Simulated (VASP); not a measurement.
# Ge2Sb2Te5 (P-3m1) in VASP: single point with PBEsol

Aim: the single point of Ge2Sb2Te5 with PBEsol.

Everything below comes from runs of VASP 6.6.1. Logs are shortened: lines on timing, memory, paths and dates and some standing lists are left out, and cuts for length are marked.

**1. The cell of the first run**

It takes space group P-3m1 (No. 164, trigonal). The conventional cell has a = 4.224 Å, b = 4.224 Å, c = 16.864 Å, α = 90.00°, β = 90.00°, γ = 120.00°. Within 3.9 Å of Te (site symmetry -3m) lie 6 Ge at 2.97 Å. Te (site symmetry 3m) has 3 Ge at 2.95 Å and 3 Sb at 3.15 Å within 3.9 Å. Te (site symmetry 3m) has 3 Sb at 2.98 Å and 3 Te at 3.66 Å within 3.9 Å. Within 3.9 Å of Ge (site symmetry 3m) lie 6 Te at 2.95 to 2.97 Å. Within 3.9 Å of Sb (site symmetry 3m) lie 6 Te at 2.98 to 3.15 Å.

**2. Single point, PBEsol**

INCAR

```
SYSTEM = Ge2Sb2Te5
ALGO = Normal ; EDIFF = 1E-6
ENCUT = 520 ; GGA = PS
ISIF = 2 ; ISMEAR = 0
LASPH = .True. ; LCHARG = .True.
LELF = .True. ; LREAL = .False.
LVHAR = .True. ; LWAVE = .False.
NBANDS = 44 ; NELM = 80
PREC = Accurate ; SIGMA = 0.03
```

KPOINTS

```
k-points
0
Gamma
  10 10 2
  0 0 0
```

POSCAR

```
Ge2Sb2Te5
1.0
    4.2236932592      0.0000000000      0.0000000000
   -2.1118466296      3.6578256603      0.0000000000
    0.0000000000      0.0000000000     16.8642975635
Te Ge Sb
5 2 2
Direct
    0.0000000000      0.0000000000      0.0000000000
    0.6666666667      0.3333333333      0.1985877069
    0.3333333333      0.6666666667      0.4192306511
    0.6666666667      0.3333333333      0.5807693489
    0.3333333333      0.6666666667      0.8014122931
    0.3333333333      0.6666666667      0.1003746333
    0.6666666667      0.3333333333      0.8996253667
    0.0000000000      0.0000000000      0.3171585690
    0.0000000000      0.0000000000      0.6828414310
```

Potentials or basis: VASP PAW PBE potentials, release 64 (Te, Ge_d, Sb).

Started as:

```bash
$ cat potpaw_PBE.64/Te/POTCAR potpaw_PBE.64/Ge_d/POTCAR potpaw_PBE.64/Sb/POTCAR > POTCAR
$ mpirun -np 1 vasp_std > vasp.out
```

OUTCAR:

```text
SYSTEM = Ge2Sb2Te5
   EDIFF = 1E-6
   ENCUT = 520
   GGA = PS
   ISIF = 2
   ISMEAR = 0
   LASPH = .True.
   LREAL = .False.
   NELM = 80
   PREC = Accurate

 ion  position               nearest neighbor table
   1  0.000  0.000  0.000-   6 2.97   7 2.97   7 2.97   6 2.97   7 2.97   6 2.97
   2  0.667  0.333  0.199-   6 2.95   6 2.95   6 2.95   8 3.15   8 3.15   8 3.15
   3  0.333  0.667  0.419-   8 2.98   8 2.98   8 2.98   4 3.66   4 3.66   4 3.66
   4  0.667  0.333  0.581-   9 2.98   9 2.98   9 2.98   3 3.66   3 3.66   3 3.66
   5  0.333  0.667  0.801-   7 2.95   7 2.95   7 2.95   9 3.15   9 3.15   9 3.15
   6  0.333  0.667  0.100-   2 2.95   2 2.95   2 2.95   1 2.97   1 2.97   1 2.97
   7  0.667  0.333  0.900-   5 2.95   5 2.95   5 2.95   1 2.97   1 2.97   1 2.97
   8  0.000  0.000  0.317-   3 2.98   3 2.98   3 2.98   2 3.15   2 3.15   2 3.15
   9  0.000  0.000  0.683-   4 2.98   4 2.98   4 2.98   5 3.15   5 3.15   5 3.15

  LATTYP: Found a hexagonal cell.
 ALAT       =     4.2236932592
 C/A-ratio  =     3.9927846386

  Lattice vectors:

 A1 = (   4.2236932592,   0.0000000000,   0.0000000000)
 A2 = (  -2.1118466296,   3.6578256603,   0.0000000000)
 A3 = (   0.0000000000,   0.0000000000,  16.8642975635)

Analysis of symmetry for initial positions (statically):
=====================================================================
 Subroutine PRICEL returns:
 Original cell was already a primitive cell.

 Routine SETGRP: Setting up the symmetry group for a
 hexagonal supercell.

 Subroutine GETGRP returns: Found 12 space group operations
 (whereof 12 operations were pure point group operations)
 out of a pool of 24 trial point group operations.

The static configuration has the point symmetry D_3d.

Analysis of symmetry for dynamics (positions and initial velocities):
=====================================================================
 Subroutine PRICEL returns:
 Original cell was already a primitive cell.

 Routine SETGRP: Setting up the symmetry group for a
 hexagonal supercell.

 Subroutine GETGRP returns: Found 12 space group operations
 (whereof 12 operations were pure point group operations)
 out of a pool of 24 trial point group operations.

The dynamic configuration has the point symmetry D_3d.

 Subroutine INISYM returns: Found 12 space group operations
 (whereof 12 operations are pure point group operations),
 and found     1 'primitive' translations

----------------------------------------------------------------------------------------

                                     Primitive cell

  volume of cell :     260.5455

  direct lattice vectors                    reciprocal lattice vectors
     4.223693259  0.000000000  0.000000000     0.236759617  0.136693229  0.000000000
    -2.111846630  3.657825660  0.000000000     0.000000000  0.273386458  0.000000000
     0.000000000  0.000000000 16.864297563     0.000000000  0.000000000  0.059296866

  length of vectors
     4.223693259  4.223693259 16.864297563     0.273386458  0.273386458  0.059296866

  position of ions in fractional coordinates (direct lattice)
     0.000000000  0.000000000  0.000000000
     0.666666667  0.333333333  0.198587707
     0.333333333  0.666666667  0.419230651
     0.666666667  0.333333333  0.580769349
     0.333333333  0.666666667  0.801412293
     0.333333333  0.666666667  0.100374633
     0.666666667  0.333333333  0.899625367
     0.000000000  0.000000000  0.317158569
     0.000000000  0.000000000  0.682841431

  ion indices of the primitive-cell ions
   primitive index   ion index
                 1           1
                 2           2
                 3           3
                 4           4
                 5           5
                 6           6
                 7           7
                 8           8
                 9           9

----------------------------------------------------------------------------------------

 KPOINTS: k-points

Automatic generation of k-mesh.
 Grid dimensions read from file:
 generate k-points for:   10   10    2

 Generating k-lattice:

  Cartesian coordinates                     Fractional coordinates (reciprocal lattice)
     0.023675962  0.013669323  0.000000000     0.100000000  0.000000000  0.000000000
     0.000000000  0.027338646  0.000000000     0.000000000  0.100000000  0.000000000
     0.000000000  0.000000000  0.029648433     0.000000000  0.000000000  0.500000000

  Length of vectors
     0.027338646  0.027338646  0.029648433

  Shift w.r.t. Gamma in fractional coordinates (k-lattice)
     0.000000000  0.000000000  0.000000000

 Subroutine IBZKPT returns following result:
 ===========================================

 Found     28 irreducible k-points:

 Following reciprocal coordinates:
            Coordinates               Weight
  0.000000  0.000000  0.000000      1.000000
  0.100000 -0.000000  0.000000      6.000000
  0.200000 -0.000000  0.000000      6.000000
  0.300000  0.000000  0.000000      6.000000
  0.400000 -0.000000  0.000000      6.000000
  0.500000 -0.000000  0.000000      3.000000
[... 16 lines left out ...]
  0.300000  0.100000  0.500000     12.000000
  0.400000  0.100000  0.500000     12.000000
 [... further k-points ...]
   k-points           NKPTS =     28   k-points in BZ     NKDIM =     28   number of bands    NBANDS=     44
   number of dos      NEDOS =    301   number of ions     NIONS =      9
   total plane-waves  NPLWV = 129024
   dimension x,y,z NGX =    32 NGY =   32 NGZ =  126
   dimension x,y,z NGXF=    64 NGYF=   64 NGZF=  252
   ions per type =               5   2   2
   NGX,Y,Z   is equivalent  to a cutoff of  12.60, 12.60, 12.42 a.u.
   NGXF,Y,Z  is equivalent  to a cutoff of  25.19, 25.19, 24.84 a.u.
 SYSTEM =  Ge2Sb2Te5
   PREC   = accura    normal or accurate (medium, high low for compatibility)
   ISTART =      0    job   : 0-new  1-cont  2-samecut
   ICHARG =      2    charge: 1-file 2-atom 10-const
   ISPIN  =      1    spin polarized calculation?
   LNONCOLLINEAR =      F non collinear calculations
   LSORBIT =      F    spin-orbit coupling
   LASPH  =      T    aspherical Exc in radial PAW
   ENCUT  =  520.0 eV  38.22 Ry    6.18 a.u.   7.85  7.85 31.36*2*pi/ulx,y,z
   NELM   =     80;   NELMIN=  2; NELMDL= -5     # of ELM steps
   EDIFF  = 0.1E-05   stopping-criterion for ELM
   LREAL  =      F    real-space projection
   EDIFFG = 0.1E-04   stopping-criterion for IOM
   NSW    =      0    number of steps for IOM
   IBRION =     -1    ionic relax: 0-MD 1-quasi-New 2-CG
   NFREE  =      0    steps in history (QN), initial steepest desc. (CG)
   ISIF   =      2    stress and relaxation
   ISYM   =      2    0-nonsym 1-usesym 2-fastsym
   POTIM  = 0.5000    time-step for ionic-motion
   TEBEG  =    0.0;   TEEND  =   0.0 temperature during run
   PSTRESS=    0.0 pullay stress
   NELECT =      68.0000    total number of electrons
   NUPDOWN=      -1.0000    fix difference up-down
   EMIN   =  10.00;   EMAX   =-10.00  energy-range for DOS
   EFERMI =   0.00;   METHOD = LEGACY
   ISMEAR =     0;   SIGMA  =   0.03  broadening in eV -4-tet -1-fermi 0-gaus
   EFERMI_NEDOS =   21; number of points for ismear=-14 and -15
   IALGO  =     38    algorithm
   IMIX   =      4    mixing-type and parameters
     AMIX     =   0.40;   BMIX     =  1.00
     AMIX_MAG =   1.60;   BMIX_MAG =  1.00
  volume/ion in A,a.u.               =      28.95       195.36
  Fermi-wavevector in a.u.,A,eV,Ry     =   1.046205  1.977040 14.892174  1.094544
  Thomas-Fermi vector in A             =   2.181033
   LORBIT       =      0    0 simple, 1 ext, 2 COOP (PROOUT), +10 PAW based schemes
   GGA     = PS    functional components
   LHFCALC =     F    Hartree Fock is set to
   AEXX    =    0.0000 exact exchange contribution
   IVDW    =     0    specifies the selected vdW correction
   LEPSILON=     F    determine dielectric tensor
   LRPA    =     F    only Hartree local field effects (RPA)
 non-spin polarized calculation
 Gauss-broadening in eV      SIGMA  =   0.03
  energy-cutoff  :      520.00
  volume of cell :      260.55
 maximum number of plane-waves:      7046
 NGX is ok and might be reduce to    32
   NGX = 15   NGY = 15   NGZ = 63

 number of electron      67.9999994 magnetization

 Free energy of the ion-electron system (eV)
  ---------------------------------------------------
  ext. energy  EPLUGINS =         0.00000000
  ---------------------------------------------------
  free energy    TOTEN  =       -37.60391903 eV

  energy without entropy =      -37.60391730  energy(sigma->0) =      -37.60391817

 E-fermi :   6.7988     XC(G=0):  -9.7802

 val. band max:        6.7343742562   @ k =   0.0000   0.0000   0.0000
 cond. band min:       6.8675295460   @ k =   0.0000   0.0000   0.0000
 fundamental gap:      0.1331552898
 Fermi energy:         6.7987977410

 k-point     1 :       0.0000    0.0000    0.0000
  band No.  band energies     occupation
      1     -18.2132      2.00000
      2     -18.2132      2.00000
      3     -18.2122      2.00000
      4     -18.2122      2.00000
      5     -18.2061      2.00000
      6     -18.2058      2.00000
[... 36 lines left out ...]
     43       8.3406      0.00000
     44       9.4177      0.00000

 k-point     2 :       0.1000   -0.0000    0.0000
  band No.  band energies     occupation
      1     -18.2136      2.00000
      2     -18.2131      2.00000
      3     -18.2124      2.00000
      4     -18.2121      2.00000
      5     -18.2060      2.00000
      6     -18.2058      2.00000
[... 36 lines left out ...]
     43       8.7011      0.00000
     44       9.5756      0.00000

 k-point     3 :       0.2000   -0.0000    0.0000
  band No.  band energies     occupation
      1     -18.2145      2.00000
      2     -18.2130      2.00000
      3     -18.2129      2.00000
      4     -18.2118      2.00000
      5     -18.2060      2.00000
      6     -18.2054      2.00000
[... 976 lines left out ...]
     43       9.8417      0.00000
     44      10.3985      0.00000

 k-point    24 :       0.4000    0.1000    0.5000
  band No.  band energies     occupation
      1     -18.2165      2.00000
      2     -18.2144      2.00000
      3     -18.2130      2.00000
      4     -18.2112      2.00000
      5     -18.2063      2.00000
      6     -18.2049      2.00000
[... 36 lines left out ...]
     43      10.1321      0.00000
     44      10.3747      0.00000

 [... further k-points ...]
[... 5 lines left out ...]
  --------------------------------------------------------------------------------------
  -------------------------------------------------------------------------------------
  Total        0.1314619      0.1314619      0.1351771     -0.0000000      0.0000000      0.0000000
  in kB        0.8084010      0.8084010      0.8312467     -0.0000000      0.0000000      0.0000000
  external PRESSURE =       0.8160162 kB  Pullay stress =       0.0000000 kB

 VOLUME and BASIS-vectors are now :
 -----------------------------------------------------------------------------
  energy-cutoff  :      520.00
  volume of cell :      260.55
      direct lattice vectors                 reciprocal lattice vectors
     4.223693259  0.000000000  0.000000000     0.236759617  0.136693229  0.000000000
    -2.111846630  3.657825660  0.000000000     0.000000000  0.273386458  0.000000000
     0.000000000  0.000000000 16.864297563     0.000000000  0.000000000  0.059296866

 POSITION                                       TOTAL-FORCE (eV/Angst)
 -----------------------------------------------------------------------------------
      0.00000      0.00000      0.00000        -0.000000      0.000000      0.000000
      2.11185      1.21928      3.34904         0.000000     -0.000000      0.004130
     -0.00000      2.43855      7.07003        -0.000000      0.000000      0.038208
      2.11185      1.21928      9.79427         0.000000      0.000000     -0.038208
     -0.00000      2.43855     13.51526        -0.000000      0.000000     -0.004130
     -0.00000      2.43855      1.69275         0.000000     -0.000000      0.000268
      2.11185      1.21928     15.17155        -0.000000      0.000000     -0.000268
      0.00000      0.00000      5.34866        -0.000000     -0.000000     -0.032514
      0.00000      0.00000     11.51564        -0.000000      0.000000      0.032514
 -----------------------------------------------------------------------------------
    total drift:                               -0.000000      0.000000      0.000000

  FREE ENERGIE OF THE ION-ELECTRON SYSTEM (eV)
  ---------------------------------------------------
  free  energy   TOTEN  =       -37.6039190302 eV

  energy  without entropy=      -37.6039173003  energy(sigma->0) =      -37.60391817
```

Run time: 15 min. Hardware: 1 thread of Oxide Virtual Turin-like, shared host; peak memory 0.49 GiB.

What came out:

| Item | Value |
| --- | --- |
| Free energy | -37.6039 eV |
| Pressure | 0.1 GPa |
| Largest force | 0.038 eV/Å |
| Band gap on the k mesh | 0.13 eV, direct |

Forces in eV/Å, atoms in the order of the input:
```
Te   0.000  0.000  0.000
Te   0.000  0.000  0.004
Te   0.000  0.000  0.038
Te   0.000  0.000 -0.038
Te   0.000  0.000 -0.004
Ge   0.000  0.000  0.000
Ge   0.000  0.000  0.000
Sb   0.000  0.000 -0.033
Sb   0.000  0.000  0.033
```

Caveat: the PAW data sets were made with another functional, which shifts forces and pressure a little; spin-orbit coupling is left out, which moves the levels of the heavy elements.
